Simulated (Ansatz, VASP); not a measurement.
# Two plane-wave programs on Ba2CuSb6F

The input INCAR:

```
  PREC = Accurate
  ENCUT = 520
  EDIFF = 1E-6
  ISMEAR = -1
  SIGMA = 0.1
  LREAL = F
  LASPH = T
  NELM = 80
  ALGO = Normal
  ISIF = 2
  LWAVE = F
  LCHARG = F
  GGA = PS
  NBANDS = 45
```

KPOINTS

```
Automatic mesh
0
Gamma
  6 6 6
```

Contents of POSCAR:

```
Ba2CuSb6F
1.0
    0.0000000000      6.6106650000      0.0000000000
    6.6106650000      0.0000000000      0.0000000000
    3.3053320000      3.3053320000     -5.1100420000
Cu Sb F Ba
1 6 1 2
Direct
    0.0000000000      0.0000000000      0.0000000000
    0.2440000000      0.2630000000      0.0000000000
    0.2630000000      0.7560000000      0.0000000000
    0.7560000000      0.7370000000      0.0000000000
    0.7370000000      0.2440000000      0.0000000000
    0.2810000000      0.2810000000      0.4380000000
    0.7190000000      0.7190000000      0.5620000000
    0.5000000000      0.5000000000      0.0000000000
    0.7500000000      0.2500000000      0.5000000000
    0.2500000000      0.7500000000      0.5000000000
```

Input for Ansatz:

```yaml
crystal:
  lattice:
    - [0.0, 6.610665, 0.0]
    - [6.610665, 0.0, 0.0]
    - [3.305332, 3.305332, -5.110042]
  atoms:
    - { symbol: Cu, position: [0.0, 0.0, 0.0] }
    - { symbol: Sb, position: [0.244, 0.263, 0.0] }
    - { symbol: Sb, position: [0.263, 0.756, 0.0] }
    - { symbol: Sb, position: [0.756, 0.737, 0.0] }
    - { symbol: Sb, position: [0.737, 0.244, 0.0] }
    - { symbol: F, position: [0.5, 0.5, 0.0] }
    - { symbol: Sb, position: [0.281, 0.281, 0.438] }
    - { symbol: Sb, position: [0.719, 0.719, 0.562] }
    - { symbol: Ba, position: [0.75, 0.25, 0.5] }
    - { symbol: Ba, position: [0.25, 0.75, 0.5] }
  symmetry: { tolerance: 0.0003 }
kpoints:
  mp_grid: { grid: [6, 6, 6], shift: [0, 0, 0] }
  band_path:
    path:
      - [0.0, 0.0, 0.0]
      - [0.5, 0.5, 0.5]
      - [0.5, 0.5, 0.75]
      - [0.5, 0.0, 0.5]
      - [0.0, 0.0, 0.0]
      - [0.0, 0.0, 0.5]
      - [0.29080497, 0.0, 0.64540248]
      - [0.70919503, 0.0, 0.35459752]
      - [0.0, 0.0, 0.0]
      - [0.5, 0.5, 0.5]
      - [0.70919503, 0.29080497, 0.5]
    npoints: 6
magnetization:
  spin_polarized: false
scf:
  occupations: { method: fermi_dirac }
  lower_state_search: "off"
  max_iter: 200
hamiltonian:
  pseudopotentials: { kind: paw }
  xc: pbesol
basis:
  ecutwfc: 420
  fft_grid_basis: typed
output:
  forces: true
  stress: true
  eigenvalues: true
  populations: true
  elf: true
  write_potential: true
  volumetric_format: npy
  dos:
    e_range: [-12, 8]
    de: 0.05
    projected: { site_lists: { Ba: [Ba], Cu: [Cu], F: [F], Sb: [Sb] } }
checkpoint:
  read: saved_state
```

Alike in both runs: task single point; functional PBEsol; k mesh 6 × 6 × 6; no spin polarisation.

```csv
,VASP,Ansatz
version,VASP 6.6.1,Ansatz 0.2.0
potentials or method,"VASP PAW PBE potentials, release 64 (Cu, Sb, F, Ba_sv), cutoff 520 eV",PAW plane waves
occupations,"fermi-dirac, width 0.1 eV",fermi-dirac
valence electrons in the cell,68,136
```

```tsv
	VASP	Ansatz	Ansatz less VASP
pressure (GPa)	17.7	17.1	-0.61
rms of the force components (eV/Å)	0.561	0.580	+0.0192
```

VASP's potentials were made for PBE, not for PBEsol. VASP's potentials hold 68 valence electrons a cell and Ansatz's 136, so a difference there can come from the potentials and not from the codes.

Neither program's run includes spin-orbit coupling.
